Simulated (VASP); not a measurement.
# W (P6_3/mmc) in VASP: a series of runs

Runs on W. Level: PBEsol. Tasks: electric field gradients.

Everything below comes from runs of VASP 6.6.1. Logs are shortened: lines on timing, memory, paths and dates and some standing lists are left out, and cuts for length are marked.

### 1 The cell of the first run

The structure is hexagonal, space group P6_3/mmc (No. 194). The conventional cell has a = 2.845 Å, b = 2.845 Å, c = 4.608 Å, α = 90.00°, β = 90.00°, γ = 120.00°. Within 3.7 Å of W (site symmetry -6m2) lie 12 W at 2.83 to 2.84 Å.

### 2 Electric field gradients, PBEsol

INCAR

```
SYSTEM = W
PREC = Accurate
ENCUT = 520
EDIFF = 1E-8
ISMEAR = -1
SIGMA = 0.05
LREAL = .FALSE.
LASPH = .TRUE.
NELM = 60
ALGO = Normal
ISIF = 2
LWAVE = .FALSE.
LCHARG = .FALSE.
GGA = PS
LEFG = .TRUE.
NBANDS = 21
```

KPOINTS

```
Automatic mesh
0
G
  12 12 7
  0 0 0
```

POSCAR

```
W
1.0
    2.8445100090      0.0000000000      0.0000000000
   -1.4222550045      2.4634179291      0.0000000000
    0.0000000000      0.0000000000      4.6081062146
W
2
Direct
    0.3333333333      0.6666666667      0.2500000000
    0.6666666667      0.3333333333      0.7500000000
```

Potentials or basis: VASP PAW PBE potentials, release 64 (W_sv).

The run is started by

```bash
cat potpaw_PBE.64/W_sv/POTCAR > POTCAR
mpirun -np 1 vasp_std > vasp.out
```

OUTCAR:

```text
SYSTEM = W
   PREC = Accurate
   ENCUT = 520
   EDIFF = 1E-8
   ISMEAR = -1
   LREAL = .FALSE.
   LASPH = .TRUE.
   NELM = 60
   ISIF = 2
   GGA = PS

 ion  position               nearest neighbor table
   1  0.333  0.667  0.250-   2 2.83   2 2.83   2 2.83   2 2.83   2 2.83   2 2.83
   2  0.667  0.333  0.750-   1 2.83   1 2.83   1 2.83   1 2.83   1 2.83   1 2.83

  LATTYP: Found a hexagonal cell.
 ALAT       =     2.8445100090
 C/A-ratio  =     1.6200000000

  Lattice vectors:

 A1 = (   2.8445100090,   0.0000000000,   0.0000000000)
 A2 = (  -1.4222550045,   2.4634179291,   0.0000000000)
 A3 = (   0.0000000000,   0.0000000000,   4.6081062146)

Analysis of symmetry for initial positions (statically):
=====================================================================
 Subroutine PRICEL returns:
 Original cell was already a primitive cell.

 Routine SETGRP: Setting up the symmetry group for a
 hexagonal supercell.

 Subroutine GETGRP returns: Found 24 space group operations
 (whereof 12 operations were pure point group operations)
 out of a pool of 24 trial point group operations.

The static configuration has the point symmetry D_3d.
 The point group associated with its full space group is D_6h.

Analysis of symmetry for dynamics (positions and initial velocities):
=====================================================================
 Subroutine PRICEL returns:
 Original cell was already a primitive cell.

 Routine SETGRP: Setting up the symmetry group for a
 hexagonal supercell.

 Subroutine GETGRP returns: Found 24 space group operations
 (whereof 12 operations were pure point group operations)
 out of a pool of 24 trial point group operations.

The dynamic configuration has the point symmetry D_3d.
 The point group associated with its full space group is D_6h.

 Subroutine INISYM returns: Found 24 space group operations
 (whereof 12 operations are pure point group operations),
 and found     1 'primitive' translations

----------------------------------------------------------------------------------------

                                     Primitive cell

  volume of cell :      32.2900

  direct lattice vectors                    reciprocal lattice vectors
     2.844510009  0.000000000  0.000000000     0.351554397  0.202970026  0.000000000
    -1.422255004  2.463417929  0.000000000     0.000000000  0.405940051  0.000000000
     0.000000000  0.000000000  4.608106215     0.000000000  0.000000000  0.217008887

  length of vectors
     2.844510009  2.844510009  4.608106215     0.405940051  0.405940051  0.217008887

  position of ions in fractional coordinates (direct lattice)
     0.333333333  0.666666667  0.250000000
     0.666666667  0.333333333  0.750000000

  ion indices of the primitive-cell ions
   primitive index   ion index
                 1           1
                 2           2

----------------------------------------------------------------------------------------

 KPOINTS: Automatic mesh

Automatic generation of k-mesh.
 Grid dimensions read from file:
 generate k-points for:   12   12    7

 Generating k-lattice:

  Cartesian coordinates                     Fractional coordinates (reciprocal lattice)
     0.029296200  0.016914169  0.000000000     0.083333333 -0.000000000  0.000000000
     0.000000000  0.033828338  0.000000000     0.000000000  0.083333333  0.000000000
     0.000000000  0.000000000  0.031001270     0.000000000  0.000000000  0.142857143

  Length of vectors
     0.033828338  0.033828338  0.031001270

  Shift w.r.t. Gamma in fractional coordinates (k-lattice)
     0.000000000  0.000000000  0.000000000

 Subroutine IBZKPT returns following result:
 ===========================================

 Found     76 irreducible k-points:

 Following reciprocal coordinates:
            Coordinates               Weight
  0.000000  0.000000  0.000000      1.000000
  0.083333  0.000000  0.000000      6.000000
  0.166667 -0.000000  0.000000      6.000000
  0.250000 -0.000000  0.000000      6.000000
  0.333333  0.000000  0.000000      6.000000
  0.416667 -0.000000  0.000000      6.000000
[... 16 lines left out ...]
  0.250000 -0.000000  0.142857     12.000000
  0.333333  0.000000  0.142857     12.000000
 [... further k-points ...]
   k-points           NKPTS =     76   k-points in BZ     NKDIM =     76   number of bands    NBANDS=     21
   number of dos      NEDOS =    301   number of ions     NIONS =      2
   total plane-waves  NPLWV =  20736
   dimension x,y,z NGX =    24 NGY =   24 NGZ =   36
   dimension x,y,z NGXF=    48 NGYF=   48 NGZF=   72
   ions per type =               2
   NGX,Y,Z   is equivalent  to a cutoff of  14.03, 14.03, 12.99 a.u.
   NGXF,Y,Z  is equivalent  to a cutoff of  28.05, 28.05, 25.98 a.u.
 SYSTEM =  W
   PREC   = accura    normal or accurate (medium, high low for compatibility)
   ISTART =      0    job   : 0-new  1-cont  2-samecut
   ICHARG =      2    charge: 1-file 2-atom 10-const
   ISPIN  =      1    spin polarized calculation?
   LNONCOLLINEAR =      F non collinear calculations
   LSORBIT =      F    spin-orbit coupling
   LASPH  =      T    aspherical Exc in radial PAW
   ENCUT  =  520.0 eV  38.22 Ry    6.18 a.u.   5.29  5.29  8.57*2*pi/ulx,y,z
   NELM   =     60;   NELMIN=  2; NELMDL= -5     # of ELM steps
   EDIFF  = 0.1E-07   stopping-criterion for ELM
   LREAL  =      F    real-space projection
   EDIFFG = 0.1E-06   stopping-criterion for IOM
   NSW    =      0    number of steps for IOM
   IBRION =     -1    ionic relax: 0-MD 1-quasi-New 2-CG
   NFREE  =      0    steps in history (QN), initial steepest desc. (CG)
   ISIF   =      2    stress and relaxation
   ISYM   =      2    0-nonsym 1-usesym 2-fastsym
   POTIM  = 0.5000    time-step for ionic-motion
   TEBEG  =    0.0;   TEEND  =   0.0 temperature during run
   PSTRESS=    0.0 pullay stress
   NELECT =      28.0000    total number of electrons
   NUPDOWN=      -1.0000    fix difference up-down
   EMIN   =  10.00;   EMAX   =-10.00  energy-range for DOS
[... 5 lines left out ...]
     AMIX     =   0.40;   BMIX     =  1.00
     AMIX_MAG =   1.60;   BMIX_MAG =  1.00
  volume/ion in A,a.u.               =      16.15       108.95
  Fermi-wavevector in a.u.,A,eV,Ry     =   1.561127  2.950102 33.158985  2.437117
  Thomas-Fermi vector in A             =   2.664238
   LORBIT       =      0    0 simple, 1 ext, 2 COOP (PROOUT), +10 PAW based schemes
   GGA     = PS    functional components
   LHFCALC =     F    Hartree Fock is set to
   AEXX    =    0.0000 exact exchange contribution
   IVDW    =     0    specifies the selected vdW correction
   LEPSILON=     F    determine dielectric tensor
   LRPA    =     F    only Hartree local field effects (RPA)
 non-spin polarized calculation
  energy-cutoff  :      520.00
  volume of cell :       32.29
 maximum number of plane-waves:       885
 NGX is ok and might be reduce to    24
   NGX = 11   NGY = 11   NGZ = 17

 number of electron      28.0000001 magnetization

 Free energy of the ion-electron system (eV)
  ---------------------------------------------------
  ext. energy  EPLUGINS =         0.00000000
  ---------------------------------------------------
  free energy    TOTEN  =       -26.44923091 eV

  energy without entropy =      -26.42296077  energy(sigma->0) =      -26.43609584

 E-fermi :  10.5711     XC(G=0): -13.6432

 val. band max:       10.5708857318   @ k =   0.2500   0.2500   0.2857
 cond. band min:      10.5740224609   @ k =   0.2500   0.2500   0.0000
 fundamental gap:      0.0031367291
 Fermi energy:        10.5710534055

 k-point     1 :       0.0000    0.0000    0.0000
  band No.  band energies     occupation
      1     -63.0165      2.00000
      2     -62.8975      2.00000
      3     -27.8389      2.00000
      4     -26.8102      2.00000
      5     -26.8102      2.00000
      6     -26.6399      2.00000
[... 13 lines left out ...]
     20      14.9275      0.00000
     21      20.6491      0.00000

 k-point     2 :       0.0833    0.0000    0.0000
  band No.  band energies     occupation
      1     -63.0099      2.00000
      2     -62.8944      2.00000
      3     -27.8124      2.00000
      4     -26.8732      2.00000
      5     -26.8303      2.00000
      6     -26.7054      2.00000
[... 520 lines left out ...]
 k-point    24 :       0.3333    0.0000    0.1429
  band No.  band energies     occupation
      1     -62.9326      2.00000
      2     -62.8707      2.00000
      3     -27.5990      2.00000
      4     -27.3968      2.00000
      5     -27.3158      2.00000
      6     -27.0067      2.00000
[... 13 lines left out ...]
     20      18.8707      0.00000
     21      21.0434      0.00000

 [... further k-points ...]

------------------------ aborting loop because EDIFF is reached ----------------------------------------

  FORCE on cell =-STRESS in cart. coord.  units (eV):
  Direction    XX          YY          ZZ          XY          YZ          ZX
  --------------------------------------------------------------------------------------
  -------------------------------------------------------------------------------------
  Total       -1.5101837     -1.5101837      1.2065469      0.0000000      0.0000000      0.0000000
  in kB      -74.9328595    -74.9328595     59.8668962      0.0000000      0.0000000      0.0000000
  external PRESSURE =     -29.9996076 kB  Pullay stress =       0.0000000 kB

 VOLUME and BASIS-vectors are now :
 -----------------------------------------------------------------------------
  energy-cutoff  :      520.00
  volume of cell :       32.29
      direct lattice vectors                 reciprocal lattice vectors
     2.844510009  0.000000000  0.000000000     0.351554397  0.202970026  0.000000000
    -1.422255004  2.463417929  0.000000000     0.000000000  0.405940051  0.000000000
     0.000000000  0.000000000  4.608106215     0.000000000  0.000000000  0.217008887

 POSITION                                       TOTAL-FORCE (eV/Angst)
 -----------------------------------------------------------------------------------
     -0.00000      1.64228      1.15203         0.000000      0.000000      0.000000
      1.42226      0.82114      3.45608        -0.000000     -0.000000      0.000000
 -----------------------------------------------------------------------------------
    total drift:                                0.000000     -0.000000      0.000000

  FREE ENERGIE OF THE ION-ELECTRON SYSTEM (eV)
  ---------------------------------------------------
  free  energy   TOTEN  =       -26.4492309070 eV

  energy  without entropy=      -26.4229607653  energy(sigma->0) =      -26.43609584

 Electric field gradients (V/A^2)
---------------------------------------------------------------------
 ion       V_xx      V_yy      V_zz      V_xy      V_xz      V_yz
---------------------------------------------------------------------
   1      34.143    34.143   -68.286    -0.000    -0.000     0.000
   2      34.143    34.143   -68.286    -0.000     0.000    -0.000
---------------------------------------------------------------------

 Electric field gradients after diagonalization (V/A^2)
 (convention: |V_zz| > |V_xx| > |V_yy|)
----------------------------------------------------------------------
 ion       V_xx      V_yy      V_zz     asymmetry (V_yy - V_xx)/ V_zz
----------------------------------------------------------------------
   1      34.143    34.143   -68.286       0.000
   2      34.143    34.143   -68.286       0.000
----------------------------------------------------------------------

           NMR quadrupolar parameters

 Cq : quadrupolar parameter    Cq=e*Q*V_zz/h
 eta: asymmetry parameters     (V_yy - V_xx)/ V_zz
 Q  : nuclear electric quadrupole moment in mb (millibarn)
----------------------------------------------------------------------
 ion       Cq(MHz)       eta       Q (mb)
----------------------------------------------------------------------
   1      -0.165       0.000       1.000
   2      -0.165       0.000       1.000
----------------------------------------------------------------------
```

It took 21 s on 1 thread of Intel Xeon 6975P-C (Granite Rapids), shared host; peak memory 0.17 GiB.

What came out:

| Item | Value |
| --- | --- |
| Free energy | -26.4492 eV |
| Pressure | -3.0 GPa |
| Band gap on the k mesh | zero (band 14 reaches 11.40 eV, above the bottom of band 15 at 10.02 eV) |

Stress tensor (GPa, compression positive):
```
-7.49  0.00  0.00
 0.00 -7.49  0.00
 0.00  0.00  5.99
```

Levels at points of the mesh, in eV from the Fermi level:
| k point | band 12 | band 13 | band 14 | band 15 | band 16 | band 17 |
| --- | --- | --- | --- | --- | --- | --- |
| (0.00, 0.00, 0.00) | -0.57 | -0.57 | 0.28 | 0.28 | 0.76 | 1.26 |
| (0.50, 0.00, 0.00) | -1.21 | -0.88 | -0.53 | 0.28 | 5.04 | 5.43 |

Electric field gradients, principal values (V/Å²):
```csv
atom,least,middle,greatest (by size)
1 W,34.143,34.143,-68.286
2 W,34.143,34.143,-68.286
```

Caveat: without QUAD_EFG the Cq values of the log hold for a quadrupole moment of 1 mb, not for the nuclei; the PAW data sets were made with another functional, which shifts forces and pressure a little; spin-orbit coupling is left out, which moves the levels of the heavy elements.

### 3 Electric field gradients, PBEsol

INCAR

```
ALGO = Normal
EDIFF = 1E-8
ENCUT = 520
GGA = PS
ISIF = 2
ISMEAR = -1
LASPH = True
LCHARG = False
LEFG = True
LREAL = False
LWAVE = False
NBANDS = 21
NELM = 80
PREC = Accurate
SIGMA = 0.05
```

KPOINTS

```
k-points
0
Gamma
  12 12 7
```

POSCAR is that of step 2.

Potentials or basis: VASP PAW PBE potentials, release 64 (W_sv).

The run is started by

```bash
cat potpaw_PBE.64/W_sv/POTCAR > POTCAR
mpirun -np 1 vasp_std > vasp.out
```

OUTCAR:

```text
EDIFF = 1E-8
   ENCUT = 520
   GGA = PS
   ISIF = 2
   ISMEAR = -1
   LASPH = True
   LREAL = False
   NELM = 80
   PREC = Accurate

 ion  position               nearest neighbor table
   1  0.333  0.667  0.250-   2 2.83   2 2.83   2 2.83   2 2.83   2 2.83   2 2.83
   2  0.667  0.333  0.750-   1 2.83   1 2.83   1 2.83   1 2.83   1 2.83   1 2.83

  LATTYP: Found a hexagonal cell.
 ALAT       =     2.8445100090
 C/A-ratio  =     1.6200000000

  Lattice vectors:

 A1 = (   2.8445100090,   0.0000000000,   0.0000000000)
 A2 = (  -1.4222550045,   2.4634179291,   0.0000000000)
 A3 = (   0.0000000000,   0.0000000000,   4.6081062146)

Analysis of symmetry for initial positions (statically):
=====================================================================
 Subroutine PRICEL returns:
 Original cell was already a primitive cell.

 Routine SETGRP: Setting up the symmetry group for a
[... 767 lines left out ...]
  energy-cutoff  :      520.00
  volume of cell :       32.29
      direct lattice vectors                 reciprocal lattice vectors
     2.844510009  0.000000000  0.000000000     0.351554397  0.202970026  0.000000000
    -1.422255004  2.463417929  0.000000000     0.000000000  0.405940051  0.000000000
     0.000000000  0.000000000  4.608106215     0.000000000  0.000000000  0.217008887

 POSITION                                       TOTAL-FORCE (eV/Angst)
 -----------------------------------------------------------------------------------
     -0.00000      1.64228      1.15203         0.000000      0.000000      0.000000
      1.42226      0.82114      3.45608        -0.000000     -0.000000      0.000000
 -----------------------------------------------------------------------------------
    total drift:                                0.000000     -0.000000      0.000000

  FREE ENERGIE OF THE ION-ELECTRON SYSTEM (eV)
  ---------------------------------------------------
  free  energy   TOTEN  =       -26.4492309070 eV

  energy  without entropy=      -26.4229607653  energy(sigma->0) =      -26.43609584

 Electric field gradients (V/A^2)
---------------------------------------------------------------------
 ion       V_xx      V_yy      V_zz      V_xy      V_xz      V_yz
---------------------------------------------------------------------
   1      34.143    34.143   -68.286    -0.000    -0.000     0.000
   2      34.143    34.143   -68.286    -0.000     0.000    -0.000
---------------------------------------------------------------------

 Electric field gradients after diagonalization (V/A^2)
 (convention: |V_zz| > |V_xx| > |V_yy|)
----------------------------------------------------------------------
 ion       V_xx      V_yy      V_zz     asymmetry (V_yy - V_xx)/ V_zz
----------------------------------------------------------------------
   1      34.143    34.143   -68.286       0.000
   2      34.143    34.143   -68.286       0.000
----------------------------------------------------------------------

           NMR quadrupolar parameters

 Cq : quadrupolar parameter    Cq=e*Q*V_zz/h
 eta: asymmetry parameters     (V_yy - V_xx)/ V_zz
 Q  : nuclear electric quadrupole moment in mb (millibarn)
----------------------------------------------------------------------
 ion       Cq(MHz)       eta       Q (mb)
----------------------------------------------------------------------
   1      -0.165       0.000       1.000
   2      -0.165       0.000       1.000
----------------------------------------------------------------------
```

OSZICAR:

```text
N       E                     dE             d eps       ncg     rms          rms(c)
DAV:   1     0.292208952901E+03    0.29221E+03   -0.17117E+04  3192   0.157E+03
DAV:   2    -0.180210205500E+02   -0.31023E+03   -0.30318E+03  3445   0.467E+02
DAV:   3    -0.276538793691E+02   -0.96329E+01   -0.94313E+01  3702   0.827E+01
DAV:   4    -0.277477812916E+02   -0.93902E-01   -0.93736E-01  3397   0.865E+00
DAV:   5    -0.277487369879E+02   -0.95570E-03   -0.95569E-03  3627   0.892E-01    0.286E+01
DAV:   6    -0.267155832841E+02    0.10332E+01   -0.13030E+00  3527   0.106E+01    0.113E+01
DAV:   7    -0.264588086743E+02    0.25677E+00   -0.65636E-01  3593   0.678E+00    0.594E-01
DAV:   8    -0.264494392685E+02    0.93694E-02   -0.11291E-02  3282   0.111E+00    0.113E-01
DAV:   9    -0.264492207869E+02    0.21848E-03   -0.36797E-04  3927   0.154E-01    0.461E-02
DAV:  10    -0.264492306600E+02   -0.98731E-05   -0.11228E-05  3433   0.320E-02    0.194E-02
DAV:  11    -0.264492311264E+02   -0.46641E-06   -0.17100E-06  3638   0.878E-03    0.939E-04
DAV:  12    -0.264492309378E+02    0.18865E-06   -0.27897E-08  2925   0.144E-03    0.367E-04
DAV:  13    -0.264492309203E+02    0.17450E-07   -0.14199E-09  1846   0.380E-04    0.620E-05
DAV:  14    -0.264492309101E+02    0.10200E-07   -0.34797E-10  1761   0.171E-04    0.189E-05
DAV:  15    -0.264492309070E+02    0.30659E-08   -0.42339E-11  1721   0.689E-05
   1 F= -.26449231E+02 E0= -.26436096E+02  d E =-.262701E-01
```

Wall time 23 s (1 thread of Intel Xeon 6975P-C (Granite Rapids), shared host); peak memory 0.18 GiB.

Results:

```yaml
Free_energy: -26.4492 eV
Pressure: -3.0 GPa
Band_gap_on_the_k_mesh: zero (band 14 reaches 11.40 eV, above the bottom of band 15 at 10.02 eV)
```

Stress tensor (GPa, compression positive):
```
-7.49  0.00  0.00
 0.00 -7.49  0.00
 0.00  0.00  5.99
```

Electric field gradients, principal values (V/Å²):
| atom | least | middle | greatest (by size) |
| --- | --- | --- | --- |
| 1 W | 34.143 | 34.143 | -68.286 |
| 2 W | 34.143 | 34.143 | -68.286 |

Caveat: without QUAD_EFG the Cq values of the log hold for a quadrupole moment of 1 mb, not for the nuclei; the PAW data sets were made with another functional, which shifts forces and pressure a little; spin-orbit coupling is left out, which moves the levels of the heavy elements.
